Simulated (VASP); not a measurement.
Wanted: the native input for a VASP 6.6.1 run.

| Item | Value |
| --- | --- |
| Task | single point |
| Functional | PBE |
| Potentials or basis | VASP PAW PBE potentials, release 64 (Ba_sv, Te) |
| Cutoff | 520 eV |
| k mesh | 4 × 4 × 4 |
| Occupations | gaussian, width 0.01 eV |
| Spin | no spin polarisation |
| Dipole correction | no |
| Further INCAR settings | ALGO = Normal; EDIFF = 1e-06; NBANDS = 15 |

The structure of BaTe lies in POSCAR:

```
BaTe
1.0
    0.0000000000      3.4836324785      3.5323793130
    3.5323793130      0.0000000000      3.5323793130
    3.5323793130      3.4836324785      0.0000000000
Ba Te
1 1
Direct
    0.0000000000      0.0000000000      0.0000000000
    0.5000000000      0.5000000000      0.5000000000
```

This cell differs from its parent crystal: uniaxial y strain -1.4%.

The input as run:

INCAR

```
PREC = Accurate
ENCUT = 520
EDIFF = 1E-6
ISMEAR = 0
SIGMA = 0.01
LREAL = F
LASPH = T
NELM = 80
ALGO = Normal
ISIF = 2
LWAVE = F
LCHARG = F
GGA = PE
NBANDS = 15
```

KPOINTS

```
Automatic mesh
0
Gamma
  4 4 4
```

Potentials or basis: VASP PAW PBE potentials, release 64 (Ba_sv, Te).

Run with:

```console
$ cat potpaw_PBE.64/Ba_sv/POTCAR potpaw_PBE.64/Te/POTCAR > POTCAR
$ mpirun -np 1 vasp_std > vasp.out
```

It gave:

| Item | Value |
| --- | --- |
| Pressure | 0.8 GPa |
| Band gap on the k mesh | 1.52 eV (least direct gap 1.90 eV) |

Caveat: the cell differs from its parent crystal (uniaxial y strain -1.4%); spin-orbit coupling is left out, which moves the levels of the heavy elements.

Run time: 12 s on 1 thread of Intel(R) Xeon(R) 6975P-C (Granite Rapids), on a shared host, peak memory 0.23 GiB.
